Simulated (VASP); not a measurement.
Crystal: Cu2H3.

```
Cu H
1.0
     3.49283    0.00000    0.00000
     0.00000    3.49283    0.00000
     0.00000    0.00000    4.74283
Cu H
2 3
Direct
  0.50000 0.00000 0.00000
  0.00000 0.50000 0.00000
  0.50000 0.00000 0.50000
  0.00000 0.50000 0.50000
  0.00000 0.00000 0.00000
```

```yaml
Program: VASP 6.6.1
Task: relaxation of cell and atoms
Functional: PBE
Potentials_or_basis: VASP PAW PBE potentials, release 64 (Cu, H)
Cutoff: 600 eV
k_mesh: 6 × 6 × 4
Occupations: gaussian, width 0.1 eV
Spin: no spin polarisation
```

At the start: pressure -8.2 GPa; volume 11.57 Å³/atom.

Task: Where does the relaxation end?

Result: Over 13 steps the energy falls by 544.2 meV/atom and the volume is 8.72 Å³/atom (-24.7 %); space group P4/mmm (No. 123, to 0.05 Å).

The path:
```
step  energy change (eV)  largest force (eV/Å)  pressure (GPa)  volume (Å³)
   1              0.0000                0.0000           -8.23        57.86
   2             -0.6849                0.0000           -7.87        52.92
   3             -1.7397                0.0000           -4.22        45.75
   4             -1.0367                0.0000           53.18        31.91
   5             -2.1716                0.0000            0.61        42.19
   6             -2.2451                0.0000           22.67        35.75
   7             -2.3809                0.0000            8.29        39.17
   8             -2.3946                0.0000           11.07        38.33
   9             -2.5833                0.0000            9.86        39.98
  10             -2.6128                0.0000            9.37        39.62
  11             -2.7150                0.0000           -0.91        43.91
  12             -2.7171                0.0000            0.18        43.34
  13             -2.7208                0.0000            0.06        43.60
```

Final structure:
```
Cu H
1.0
     3.71275    0.00000    0.00000
     0.00000    3.71275    0.00000
     0.00000    0.00000    3.16269
Cu H
2 3
Direct
  0.50000 0.00000 0.00000
  0.00000 0.50000 0.00000
  0.50000 0.00000 0.50000
  0.00000 0.50000 0.50000
  0.00000 0.00000 0.00000
```

Caveat: the volume moved by over 15 % at a fixed basis, so the end points are rough.
